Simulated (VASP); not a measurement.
Runs of VASP 6.6.1 on Bi. The structure is that of space group P6/mmm (No. 191), or close to it. The cells are those of the table. 

| cell | k mesh | gap on the mesh (eV) | pressure (GPa) |
| --- | --- | --- | --- |
| a = 5.808, b = 5.808, c = 3.419 Å, angles 90.0, 90.0, 120.0°, 3 atoms | 7 × 7 × 11 | none | -1.7 |
| a = 5.575, b = 5.575, c = 3.282 Å, angles 90.0, 90.0, 120.0°, 3 atoms | 7 × 7 × 11 | none | 5.2 |
| a = 5.732, b = 5.732, c = 3.375 Å, angles 90.0, 90.0, 120.0°, 3 atoms | 7 × 7 × 11 | none | 0.1 |
| a = 5.732, b = 5.732, c = 3.375 Å, angles 90.0, 90.0, 120.0°, 3 atoms | 7 × 7 × 9 | none | (b) |
| a = 5.881, b = 5.881, c = 3.462 Å, angles 90.0, 90.0, 120.0°, 3 atoms | 7 × 7 × 11 | none | -3.2 |
| a = 5.493, b = 5.493, c = 3.234 Å, angles 90.0, 90.0, 120.0°, 3 atoms | 7 × 7 × 11 | none | 8.7 |
| a = 5.655, b = 5.655, c = 3.329 Å, angles 90.0, 90.0, 120.0°, 3 atoms | 7 × 7 × 11 | none | (a) |

Alike in all rows: task single point; level PBE; potentials or basis VASP PAW PBE potentials, release 64 (Bi_d); no spin polarisation; cutoff (eV) 520; smearing fermi-dirac 0.1 eV.

Task: Estimate the missing entries.

Result: (a) 2.4; (b) 0.0.

Caveats: spin-orbit coupling is left out, which moves the levels of the heavy elements.

A k mesh can miss the band edges, and the runs leave out spin-orbit coupling on Bi.

A gap of «none» marks levels without a gap at the run's occupations.
